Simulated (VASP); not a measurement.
GaSb (rocksalt type), 2 atoms in the cell. The structure is cubic, space group Fm-3m (No. 225). The conventional cell has a = 4.751 Å, b = 4.751 Å, c = 4.751 Å, α = 90.00°, β = 90.00°, γ = 90.00°. Within 3.1 Å of Ga (site symmetry m-3m) lie 6 Sb at 2.38 Å. Sb (site symmetry m-3m) has 6 Ga at 2.38 Å within 3.1 Å.  This cell differs from its parent crystal: volume scaled by 0.55.

- Program: VASP 6.6.1
- Task: single point
- Functional: PBE
- Potentials or basis: VASP PAW PBE potentials, release 64 (Ga_d, Sb)
- Cutoff: 520 eV
- k mesh: 13 × 13 × 13
- Occupations: fermi-dirac, width 0.08 eV
- Spin: no spin polarisation
- Dipole correction: no
- Further INCAR settings: ALGO = Normal; EDIFF = 1e-06; NBANDS = 16

Potentials or basis: VASP PAW PBE potentials, release 64 (Ga_d, Sb).

The run is started by

```sh
$ cat potpaw_PBE.64/Ga_d/POTCAR potpaw_PBE.64/Sb/POTCAR > POTCAR
$ mpirun -np 1 vasp_std > vasp.out
```

Hardware: 1 thread of AMD EPYC 7R13, with other jobs on the host.

How long does it take, and how much memory?

Wall time 56 s on 1 thread of AMD EPYC 7R13 (shared host), peak memory 0.15 GiB. Counts: scf iterations 12, k points 84.
